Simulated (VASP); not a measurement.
Runs of VASP 6.6.1 on HfB2. The structure is hexagonal, space group P6/mmm (No. 191). The conventional cell has a = 3.140 Å, b = 3.140 Å, c = 3.480 Å, α = 90.00°, β = 90.00°, γ = 120.00°. Within 3.3 Å of Hf (site symmetry 6/mmm) lie 12 B at 2.51 Å and 6 Hf at 3.14 Å. Within 2.4 Å of B (site symmetry -6m2) lie 3 B at 1.81 Å. 

```csv
k mesh,gap on the mesh (eV),pressure (GPa)
6 × 6 × 5,none,-1.0
8 × 8 × 6,none,-1.3
3 × 3 × 3,none,(a)
4 × 4 × 4,none,-1.3
5 × 5 × 4,none,-1.1
```

Alike in all rows: task single point; level r2SCAN; potentials or basis VASP PAW PBE potentials, release 64 (Hf_pv, B); no spin polarisation; cell as given; cutoff (eV) 520; smearing methfessel-paxton 0.05 eV.

Q: Fill in the values left out.

A: (a) -2.2.

Caveats: some runs use coarse meshes; the PAW data sets were made with another functional, which shifts forces and pressure a little; spin-orbit coupling is left out, which moves the levels of the heavy elements.

A k mesh can miss the band edges, and the runs leave out spin-orbit coupling on Hf.

A gap of «none» marks levels without a gap at the run's occupations.
